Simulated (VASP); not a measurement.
Write the native input for VASP 6.6.1 that does the following.

```yaml
Task: single point
Functional: LDA
Potentials_or_basis: VASP PAW LDA potentials, release 64 (Sn_d)
Cutoff: 520 eV
k_mesh: 12 × 12 × 7
Occupations: fermi-dirac, width 0.1 eV
Spin: no spin polarisation
Dipole_correction: no
Further_INCAR_settings: ALGO = Normal; EDIFF = 1e-06; NBANDS = 21
```

The structure of Sn lies in POSCAR:

```
Sn
1.0
    3.3296888496      0.0000000000      0.0000000000
   -1.6648444248      2.8835951304      0.0000000000
    0.0000000000      0.0000000000      5.5402216280
Sn
2
Direct
    0.3333333333      0.6666666667      0.2500000000
    0.6666666667      0.3333333333      0.7500000000
```

This isn't the form of Sn at room conditions, which is tetragonal (white tin).

These files were run (other wordings do the same):

INCAR

```
ALGO = Normal
EDIFF = 1E-6
ENCUT = 520
ISIF = 2
ISMEAR = -1
LASPH = T
LCHARG = T
LELF = T
LREAL = F
LVHAR = T
LWAVE = F
NBANDS = 21
NELM = 80
PREC = Accurate
SIGMA = 0.1
```

KPOINTS

```
k-points
0
Gamma
  12 12 7
```

Potentials or basis: VASP PAW LDA potentials, release 64 (Sn_d).

Run with:

```bash
$ cat potpaw_LDA.64/Sn_d/POTCAR > POTCAR
$ mpirun -np 1 vasp_std > vasp.out
```

Results of the run:

```yaml
Pressure: -2.1 GPa
Band_gap_on_the_k_mesh: zero (bands 14 and 15 overlap by 8.37 eV)
```

Caveat: spin-orbit coupling is left out, which moves the levels of the heavy elements.

It took 2.1 min on 1 thread of Intel Xeon 8259CL (shared host), peak memory 0.19 GiB.
